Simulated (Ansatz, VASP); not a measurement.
**HfOs in VASP and in Ansatz**

File INCAR:

```
SYSTEM = HfOs
ALGO = Normal ; EDIFF = 1E-6
ENCUT = 520 ; ISIF = 2
ISMEAR = 1 ; LASPH = .True.
LCHARG = .True. ; LELF = .True.
LREAL = .False. ; LVHAR = .True.
LWAVE = .False. ; NBANDS = 16
NELM = 100 ; PREC = Accurate
SIGMA = 0.1
```

Contents of KPOINTS:

```
k-points
0
Gamma
  4 4 4
  0 0 0
```

Contents of POSCAR:

```
HfOs
1.0
    3.2390000000      0.0000000000      0.0000000000
    0.0000000000      3.2390000000      0.0000000000
    0.0000000000      0.0000000000      3.2390000000
Hf Os
1 1
Direct
    0.0000000000      0.0000000000      0.0000000000
    0.5000000000      0.5000000000      0.5000000000
```

Input for Ansatz:

```yaml
crystal:
  lattice:
    a: 3.239
    b: 3.239
    c: 3.239
    alpha: 90.0
    beta: 90.0
    gamma: 90.0
  atoms:
    - { symbol: Hf, position: [0.0, 0.0, 0.0] }
    - { symbol: Os, position: [0.5, 0.5, 0.5] }
kpoints:
  mp_grid:
    grid: [4, 4, 4]
hamiltonian:
  xc: lda
scf:
  occupations:
    method: methfessel_paxton
    width: 0.1
output:
  forces: true
  stress: true
```

Alike in both runs: task single point; functional LDA; k mesh 4 × 4 × 4; occupations methfessel-paxton of order 1, width 0.1 eV; no spin polarisation.

|  | VASP | Ansatz |
| --- | --- | --- |
| version | VASP 6.6.1 | Ansatz 0.2.0 |
| potentials or method | VASP PAW LDA potentials, release 64 (Hf_pv, Os) | plane waves, PAW |
| plane-wave cutoff (eV) | 520 | 420 |
| valence electrons in the cell | 18 | 42 |

```csv
,VASP,Ansatz,Ansatz less VASP
pressure (GPa),-8.2,-7.9,+0.31
```

LDA's correlation is that of Perdew and Zunger in VASP and of Perdew and Wang (1992) in Ansatz. VASP's potentials hold 18 valence electrons a cell and Ansatz's 42, so a difference there can come from the potentials and not from the codes.

The k mesh is coarse, so the values compare programs but aren't converged. Neither program's run includes spin-orbit coupling.
